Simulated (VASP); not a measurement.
# Si17Ge7O48 (P1) in VASP: single point with PBEsol

Aim: the single point of Si17Ge7O48 with PBEsol.

All numbers are computed with VASP 6.6.1; they aren't measurements. Logs are shortened: lines on timing, memory, paths and dates and some standing lists are left out, and cuts for length are marked.

### Step 1. The cell of the first run

The typed cell holds 72 atoms: a = 9.926 Å, b = 9.926 Å, c = 11.039 Å, α = 90.00°, β = 90.00°, γ = 120.00°.

### Step 2. Single point, PBEsol

INCAR

```
SYSTEM = Si17Ge7O48
  PREC = Accurate
  ENCUT = 600
  EDIFF = 1E-6
  ISMEAR = -1
  SIGMA = 0.05
  LREAL = Auto
  LASPH = .TRUE.
  NELM = 120
  ALGO = Normal
  ISIF = 2
  LWAVE = .FALSE.
  LCHARG = .TRUE.
  GGA = PS
  LELF = .TRUE.
  LVHAR = .TRUE.
  NBANDS = 269
  GGA_COMPAT = .FALSE.
```

KPOINTS

```
Automatic mesh
0
Gamma
  1 1 1
  0.5 0.5 0.5
```

POSCAR

```
Si17Ge7O48
1.0
    9.9264420000      0.0000000000      0.0000000000
   -4.9632210000      8.5965510000      0.0000000000
    0.0000000000      0.0000000000     11.0386220000
Si Ge O
17 7 48
Direct
    0.2327700000      0.0047520000      0.1658390000
    0.2349570000      0.5009350000      0.1660150000
    0.7324310000      0.0001280000      0.1690250000
    0.7291110000      0.9997850000      0.6672800000
    0.7273100000      0.4968360000      0.1639890000
    0.0078170000      0.2388820000      0.8341150000
    0.0019940000      0.7319170000      0.3329750000
    0.4974960000      0.2315250000      0.3334570000
    0.5023570000      0.2352000000      0.8336170000
    0.5061230000      0.7340280000      0.8327150000
    0.2638530000      0.2669880000      0.0013290000
    0.2721670000      0.2654860000      0.4978290000
    0.2667920000      0.7685050000      0.0000040000
    0.2661660000      0.7692070000      0.4997830000
    0.7673780000      0.2677360000      0.0036290000
    0.7684930000      0.2660040000      0.5003660000
    0.7675730000      0.7692620000      0.9996960000
    0.2354060000      0.0004570000      0.6658220000
    0.2352680000      0.5008410000      0.6700350000
    0.7324680000      0.5015250000      0.6642430000
    0.9962560000      0.2317030000      0.3314290000
    0.0023190000      0.7353340000      0.8350710000
    0.4995740000      0.7318310000      0.3329070000
    0.7716540000      0.7689780000      0.4979480000
    0.1997710000      0.1375580000      0.1123140000
    0.2044620000      0.1371780000      0.6135030000
    0.2015390000      0.6362130000      0.1107910000
    0.2051420000      0.6407660000      0.6115300000
    0.7015180000      0.1375250000      0.1117890000
    0.7046520000      0.1384530000      0.6158680000
    0.6991550000      0.6398450000      0.1112700000
    0.7019910000      0.6369890000      0.6112980000
    0.3606860000      0.0618900000      0.2784900000
    0.3634940000      0.0637180000      0.7793610000
    0.3592150000      0.5665640000      0.2775350000
    0.3632700000      0.5677120000      0.7777510000
    0.8580520000      0.0615010000      0.2787710000
    0.8602090000      0.0654460000      0.7774620000
    0.8609900000      0.5646320000      0.2783680000
    0.8648330000      0.5602730000      0.7788070000
    0.4329110000      0.2923110000      0.4435890000
    0.4334930000      0.2948530000      0.9434250000
    0.4371510000      0.8007590000      0.4453510000
    0.4383590000      0.7986490000      0.9478660000
    0.9400340000      0.3001740000      0.4471650000
    0.9334470000      0.2982030000      0.9463290000
    0.9378660000      0.8006080000      0.4455190000
    0.9367020000      0.7951680000      0.9450850000
    0.1414780000      0.2072400000      0.3873160000
    0.1405650000      0.2027020000      0.8878900000
    0.1395340000      0.7029980000      0.3852620000
    0.1380280000      0.7004220000      0.8879970000
    0.6408940000      0.2074460000      0.3873810000
    0.6367800000      0.2010170000      0.8894720000
    0.6387140000      0.7032750000      0.3865410000
    0.6389900000      0.7004930000      0.8878180000
    0.0600590000      0.3600440000      0.2208010000
    0.0641200000      0.3609130000      0.7210770000
    0.0634450000      0.8613760000      0.2228600000
    0.0689170000      0.8647500000      0.7235140000
    0.5631270000      0.3618150000      0.2210430000
    0.5610930000      0.3590080000      0.7223620000
    0.5631060000      0.8591370000      0.2201000000
    0.5649620000      0.8625580000      0.7208990000
    0.2992410000      0.4427050000      0.0540490000
    0.2969400000      0.4324670000      0.5541390000
    0.2963100000      0.9335120000      0.0496990000
    0.2969170000      0.9359620000      0.5537860000
    0.7988760000      0.4343120000      0.0574070000
    0.7998290000      0.4343370000      0.5521540000
    0.7960230000      0.9346130000      0.0523760000
    0.7995930000      0.9362920000      0.5577780000
```

Potentials or basis: VASP PAW PBE potentials, release 64 (Si, Ge_d, O).

Launch:

```
> cat potpaw_PBE.64/Si/POTCAR potpaw_PBE.64/Ge_d/POTCAR potpaw_PBE.64/O/POTCAR > POTCAR
> mpirun -np 1 vasp_std > vasp.out
```

OUTCAR:

```text
SYSTEM = Si17Ge7O48
   PREC = Accurate
   ENCUT = 600
   EDIFF = 1E-6
   ISMEAR = -1
   LREAL = Auto
   LASPH = .TRUE.
   NELM = 120
   ISIF = 2
   GGA = PS

 ion  position               nearest neighbor table
   1  0.233  0.005  0.166-  25 1.62  33 1.66  59 1.69  67 1.73  11 3.06   8 3.08  13 3.12   7 3.13

   2  0.235  0.501  0.166-  65 1.62  35 1.63  27 1.65  57 1.71  11 3.07  13 3.11
   3  0.732  0.000  0.169-  37 1.62  63 1.66  29 1.66  71 1.70  15 3.10  17 3.11
   4  0.729  1.000  0.667-  30 1.62  64 1.63  38 1.66  72 1.67  10 3.06  16 3.08
   5  0.727  0.497  0.164-  61 1.63  69 1.65  31 1.68  39 1.71  15 3.06   8 3.10  17 3.11
   6  0.008  0.239  0.834-  58 1.63  50 1.64  46 1.69  38 1.73  11 3.04
   7  0.002  0.732  0.333-  51 1.63  59 1.65  39 1.66  47 1.69  14 3.07   1 3.13
   8  0.497  0.232  0.333-  41 1.62  33 1.66  53 1.67  61 1.67  12 3.03   1 3.08   5 3.10  16 3.13

   9  0.502  0.235  0.834-  62 1.63  42 1.64  54 1.65  34 1.68  15 3.11  11 3.14
  10  0.506  0.734  0.833-  56 1.63  64 1.66  36 1.66  44 1.71  17 3.06   4 3.06
  11  0.264  0.267  0.001-  50 1.64  25 1.65  42 1.69  65 1.70   6 3.04   1 3.06   2 3.07   9 3.14
[... 60 lines left out ...]
  71  0.796  0.935  0.052-  17 1.63   3 1.70
  72  0.800  0.936  0.558-   4 1.67  24 1.68

  LATTYP: Found a hexagonal cell.
 ALAT       =     9.9264420000
 C/A-ratio  =     1.1120421597

  Lattice vectors:

 A1 = (   9.9264420000,   0.0000000000,   0.0000000000)
 A2 = (  -4.9632210000,   8.5965510000,   0.0000000000)
 A3 = (   0.0000000000,   0.0000000000,  11.0386220000)

Analysis of symmetry for initial positions (statically):
=====================================================================
 Subroutine PRICEL returns:
 Original cell was already a primitive cell.

 Routine SETGRP: Setting up the symmetry group for a
 hexagonal supercell.

 Subroutine GETGRP returns: Found  1 space group operations
 (whereof  1 operations were pure point group operations)
 out of a pool of 24 trial point group operations.

The static configuration has the point symmetry C_1 .

Analysis of symmetry for dynamics (positions and initial velocities):
=====================================================================
 Subroutine PRICEL returns:
 Original cell was already a primitive cell.

 Routine SETGRP: Setting up the symmetry group for a
 hexagonal supercell.

 Subroutine GETGRP returns: Found  1 space group operations
 (whereof  1 operations were pure point group operations)
 out of a pool of 24 trial point group operations.

The dynamic configuration has the point symmetry C_1 .

 Subroutine INISYM returns: Found  1 space group operations
 (whereof  1 operations are pure point group operations),
 and found     1 'primitive' translations

----------------------------------------------------------------------------------------

                                     Primitive cell

  volume of cell :     941.9606

  direct lattice vectors                    reciprocal lattice vectors
     9.926442000  0.000000000  0.000000000     0.100741031  0.058162861  0.000000000
    -4.963221000  8.596551000  0.000000000     0.000000000  0.116325722  0.000000000
     0.000000000  0.000000000 11.038622000     0.000000000  0.000000000  0.090591018

  length of vectors
     9.926442000  9.926442051 11.038622000     0.116325722  0.116325722  0.090591018

  position of ions in fractional coordinates (direct lattice)
     0.232770000  0.004752000  0.165839000
     0.234957000  0.500935000  0.166015000
     0.732431000  0.000128000  0.169025000
     0.729111000  0.999785000  0.667280000
     0.727310000  0.496836000  0.163989000
     0.007817000  0.238882000  0.834115000
[... 64 lines left out ...]
     0.796023000  0.934613000  0.052376000
     0.799593000  0.936292000  0.557778000

  ion indices of the primitive-cell ions
   primitive index   ion index
                 1           1
                 2           2
                 3           3
                 4           4
                 5           5
                 6           6
[... 64 lines left out ...]
                71          71
                72          72

----------------------------------------------------------------------------------------

 KPOINTS: Automatic mesh

Automatic generation of k-mesh.
 Grid dimensions read from file:
 generate k-points for:    1    1    1

 Generating k-lattice:

  Cartesian coordinates                     Fractional coordinates (reciprocal lattice)
     0.100741031  0.058162861  0.000000000     1.000000000  0.000000000  0.000000000
     0.000000000  0.116325722  0.000000000     0.000000000  1.000000000  0.000000000
     0.000000000  0.000000000  0.090591018     0.000000000  0.000000000  1.000000000

  Length of vectors
     0.116325722  0.116325722  0.090591018

  Shift w.r.t. Gamma in fractional coordinates (k-lattice)
     0.500000000  0.500000000  0.500000000

 Subroutine IBZKPT returns following result:
 ===========================================

 Found      3 irreducible k-points:

 Following reciprocal coordinates:
            Coordinates               Weight
  0.500000  0.500000  0.500000      1.000000
  0.500000  0.000000  0.500000      1.000000
  0.000000  0.500000  0.500000      1.000000
   k-points           NKPTS =      3   k-points in BZ     NKDIM =      3   number of bands    NBANDS=    269
   number of dos      NEDOS =    301   number of ions     NIONS =     72
   total plane-waves  NPLWV = 576000
   dimension x,y,z NGX =    80 NGY =   80 NGZ =   90
   dimension x,y,z NGXF=   160 NGYF=  160 NGZF=  180
   ions per type =              17   7  48
   NGX,Y,Z   is equivalent  to a cutoff of  13.40, 13.40, 13.55 a.u.
   NGXF,Y,Z  is equivalent  to a cutoff of  26.80, 26.80, 27.11 a.u.
 SYSTEM =  Si17Ge7O48
   PREC   = accura    normal or accurate (medium, high low for compatibility)
   ISTART =      0    job   : 0-new  1-cont  2-samecut
   ICHARG =      2    charge: 1-file 2-atom 10-const
   ISPIN  =      1    spin polarized calculation?
   LNONCOLLINEAR =      F non collinear calculations
   LSORBIT =      F    spin-orbit coupling
   LASPH  =      T    aspherical Exc in radial PAW
   ENCUT  =  600.0 eV  44.10 Ry    6.64 a.u.  19.83 19.83 22.05*2*pi/ulx,y,z
   NELM   =    120;   NELMIN=  2; NELMDL= -5     # of ELM steps
   EDIFF  = 0.1E-05   stopping-criterion for ELM
   LREAL  =      T    real-space projection
   EDIFFG = 0.1E-04   stopping-criterion for IOM
   NSW    =      0    number of steps for IOM
[... 5 lines left out ...]
   TEBEG  =    0.0;   TEEND  =   0.0 temperature during run
   PSTRESS=    0.0 pullay stress
   NELECT =     454.0000    total number of electrons
   NUPDOWN=      -1.0000    fix difference up-down
   EMIN   =  10.00;   EMAX   =-10.00  energy-range for DOS
   EFERMI =   0.00;   METHOD = LEGACY
   ISMEAR =    -1;   SIGMA  =   0.05  broadening in eV -4-tet -1-fermi 0-gaus
   EFERMI_NEDOS =   21; number of points for ismear=-14 and -15
   IALGO  =     38    algorithm
   IMIX   =      4    mixing-type and parameters
     AMIX     =   0.40;   BMIX     =  1.00
     AMIX_MAG =   1.60;   BMIX_MAG =  1.00
  volume/ion in A,a.u.               =      13.08        88.29
  Fermi-wavevector in a.u.,A,eV,Ry     =   1.283559  2.425575 22.415925  1.647524
  Thomas-Fermi vector in A             =   2.415805
   LORBIT       =      0    0 simple, 1 ext, 2 COOP (PROOUT), +10 PAW based schemes
   GGA     = PS    functional components
   LHFCALC =     F    Hartree Fock is set to
   AEXX    =    0.0000 exact exchange contribution
   IVDW    =     0    specifies the selected vdW correction
   LEPSILON=     F    determine dielectric tensor
   LRPA    =     F    only Hartree local field effects (RPA)
 non-spin polarized calculation
  energy-cutoff  :      600.00
  volume of cell :      941.96
 maximum number of plane-waves:     31440
 NGX is ok and might be reduce to    80
   NGX = 39   NGY = 39   NGZ = 45

 number of electron     453.9999971 magnetization

 Free energy of the ion-electron system (eV)
  ---------------------------------------------------
  ext. energy  EPLUGINS =         0.00000000
  ---------------------------------------------------
  free energy    TOTEN  =      -555.85807263 eV

  energy without entropy =     -555.85807263  energy(sigma->0) =     -555.85807263

 E-fermi :   2.1478     XC(G=0):  -9.5178

 val. band max:        0.8609752564   @ k =   0.5000   0.5000   0.5000
 cond. band min:       6.8989540847   @ k =   0.5000   0.5000   0.5000
 fundamental gap:      6.0379788283
 Fermi energy:         2.1477982633

 k-point     1 :       0.5000    0.5000    0.5000
  band No.  band energies     occupation
      1     -22.2555      2.00000
      2     -22.1956      2.00000
      3     -22.1741      2.00000
      4     -22.1573      2.00000
      5     -22.1073      2.00000
      6     -22.1025      2.00000
[... 715 lines left out ...]
    238       8.9528      0.00000
    239       9.0028      0.00000
 [bands above 239 left out]

------------------------ aborting loop because EDIFF is reached ----------------------------------------

  FORCE on cell =-STRESS in cart. coord.  units (eV):
  Direction    XX          YY          ZZ          XY          YZ          ZX
  --------------------------------------------------------------------------------------
  -------------------------------------------------------------------------------------
  Total        6.4288081      5.2634276      4.5401323     -4.4556181     -3.3971971      2.4426402
  in kB       10.9347368      8.9525452      7.7222948     -7.5785448     -5.7782804      4.1546781
  external PRESSURE =       9.2031922 kB  Pullay stress =       0.0000000 kB

 VOLUME and BASIS-vectors are now :
 -----------------------------------------------------------------------------
  energy-cutoff  :      600.00
  volume of cell :      941.96
      direct lattice vectors                 reciprocal lattice vectors
     9.926442000  0.000000000  0.000000000     0.100741031  0.058162861  0.000000000
    -4.963221000  8.596551000  0.000000000     0.000000000  0.116325722  0.000000000
     0.000000000  0.000000000 11.038622000     0.000000000  0.000000000  0.090591018

 POSITION                                       TOTAL-FORCE (eV/Angst)
 -----------------------------------------------------------------------------------
      2.28699      0.04085      1.83063         0.805177     -2.329311     -0.090813
     -0.15396      4.30631      1.83258        -1.923526     -0.114591      0.511561
      7.26980      0.00110      1.86580        -0.661770     -0.800362     -1.527856
      2.27532      8.59470      7.36585         1.710566      0.124761      0.201024
      4.75369      4.27108      1.81021         0.609092      1.555599      0.799970
     -1.10803      2.05356      9.20748        -2.328925     -1.985279     -0.060460
[... 64 lines left out ...]
      3.26299      8.03445      0.57816        -0.773313      0.255420      1.183921
      3.29009      8.04888      6.15710        -1.671496      2.308879      1.508246
 -----------------------------------------------------------------------------------
    total drift:                               -0.013865      0.016164      0.007230

  FREE ENERGIE OF THE ION-ELECTRON SYSTEM (eV)
  ---------------------------------------------------
  free  energy   TOTEN  =      -555.8580726285 eV

  energy  without entropy=     -555.8580726285  energy(sigma->0) =     -555.85807263
```

It took 61 min on 1 thread of Intel Xeon 8259CL, shared host; peak memory 1.4 GiB.

Results:

* Free energy: -555.8581 eV
* Pressure: 0.9 GPa
* Largest force: 5.980 eV/Å
* Band gap on the k mesh: 6.04 eV

Forces in eV/Å, atoms in the order of the input:
```
Si   0.805 -2.329 -0.091
Si  -1.924 -0.115  0.512
Si  -0.662 -0.800 -1.528
Si   1.711  0.125  0.201
Si   0.609  1.556  0.800
Si  -2.329 -1.985 -0.060
Si  -0.846 -0.209 -0.117
Si   1.258 -0.227 -0.696
Si   0.087 -1.533  0.035
Si  -1.683  0.225  0.698
Si   1.315  1.316 -0.305
Si  -2.705 -0.027  1.421
Si   1.115 -1.169 -0.567
Si   0.966 -0.385 -0.256
Si  -0.041 -0.470 -1.513
Si   0.254  0.121  0.256
Si   0.754 -0.370 -0.160
Ge   0.385  0.094  1.172
Ge  -0.708 -0.273 -2.744
Ge   1.522 -1.656  1.433
Ge   1.251  0.025  1.254
Ge   0.350 -1.655 -1.762
Ge  -0.439  0.484  0.763
Ge  -1.952 -0.159  0.904
O    0.238  0.682 -0.595
O   -2.128  3.940 -2.821
O    0.550  0.312 -0.393
O   -1.298  2.164 -1.564
O    0.887 -0.458  0.312
O   -0.205  1.052 -1.594
O    1.165 -0.694 -0.200
O   -2.365  1.407  0.129
O   -0.367  0.969 -0.542
O    2.017  2.141  2.527
O   -1.391 -3.255 -1.529
O    3.058  2.462  3.806
O   -1.137 -2.638 -1.216
O    0.334  1.577  0.392
O   -0.817  0.425 -0.845
O    0.157 -0.921  0.488
O    0.749 -0.050 -0.421
O   -1.445 -0.309  0.716
O   -2.693  0.522  2.292
O   -0.012 -0.978 -1.083
O   -2.941  0.302  2.480
O    0.717 -0.640 -0.832
O    4.909 -0.005 -2.580
O   -4.222  1.231  4.053
O    2.628 -0.192  1.277
O   -0.521  0.607  0.422
O    0.038  0.596  0.843
O    3.614 -0.056  1.957
O   -0.539  0.232  0.280
O   -0.003  0.990  0.919
O    1.594 -1.287 -0.619
O    0.046  0.592  0.278
O    1.331  3.532 -3.455
O   -1.365 -2.205  1.630
O    1.103  0.930 -0.291
O   -2.026 -0.562 -1.037
O    0.199 -0.612  0.667
O   -0.797 -1.203  0.646
O    0.824  3.126 -2.861
O    0.296 -0.705  0.743
O    0.656 -2.333 -0.585
O    1.593 -1.575 -1.789
O   -1.678  1.206  2.048
O    2.270 -1.984 -3.240
O   -0.767 -0.135  0.445
O    1.097 -1.344 -1.597
O   -0.773  0.255  1.184
O   -1.671  2.309  1.508
```

Stress tensor (GPa, compression positive):
```
 1.09 -0.76  0.42
-0.76  0.90 -0.58
 0.42 -0.58  0.77
```

Caveat: the k points lie up to 0.73 Å⁻¹ apart; the PAW data sets were made with another functional, which shifts forces and pressure a little; a shifted mesh leaves out Γ, where band edges can lie.
